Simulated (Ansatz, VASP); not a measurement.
**One calculation of Gd, two programs**

```xyz
1
Lattice="-2.0250 2.0250 2.0250 2.0250 -2.0250 2.0250 2.0250 2.0250 -2.0250" Properties=species:S:1:pos:R:3 pbc="T T T"
Gd    0.0000    0.0000    0.0000
```

Alike in both runs: task single point; functional PBE; k mesh 9 × 9 × 9; occupations gaussian, width 0.1 eV; collinear spin.

```csv
,VASP,Ansatz
version,VASP 6.6.1,Ansatz 0.2.0
potentials or method,"VASP PAW PBE potentials, release 64 (Gd), cutoff 520 eV","all-electron LAPW, scalar-relativistic"
```

Ansatz gave:

```
gap on the k mesh at the Fermi level (eV)                     : none
pressure (GPa)                                                : -0.1
net moment per atom (μB)                                      : 7.59
size of the moment on the site where the two differ most (μB) : 7.43
```

Question: What did VASP give for the same quantities?

Answer: gap on the k mesh at the Fermi level (eV): none; pressure (GPa): 0.0; net moment per atom (μB): 7.60; size of the moment on the site where the two differ most (μB): 6.99.

Site moments also hang on the region over which each program counts them. A gap of «none» marks a metal or a gap that the smearing closes. Ansatz ran all-electron here, and VASP with PAW potentials.

Neither program's run includes spin-orbit coupling. Noted on Ansatz's run: the open f shell may have settled in a state that isn't the lowest.
